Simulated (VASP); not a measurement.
# CaCo (Fm-3m) in VASP: notebook, part 3 of 3

VASP 6.6.1. Earlier steps stand in the parts before.

## 6. The runs side by side

```csv
cell,gap on the mesh (eV),pressure (GPa),moment (μB)
"a = 3.633 Å, angles 60.0°, 2 atoms",none,21.7,1.00
"a = 3.657 Å, angles 60.0°, 2 atoms",none,19.9,1.00
"a = 3.681 Å, angles 60.0°, 2 atoms",none,18.3,1.01
"a = 3.705 Å, angles 60.0°, 2 atoms",none,16.9,1.02
```

Alike in all rows: task single point; level PBE; potentials or basis VASP PAW PBE potentials, release 64 (Ca_sv, Co); spin collinear, ferromagnetic start; k mesh 9 × 9 × 9; cutoff (eV) 520; smearing fermi-dirac 0.05 eV.

Total energies depend on the potentials used, so only differences within one code and one set of settings carry meaning.
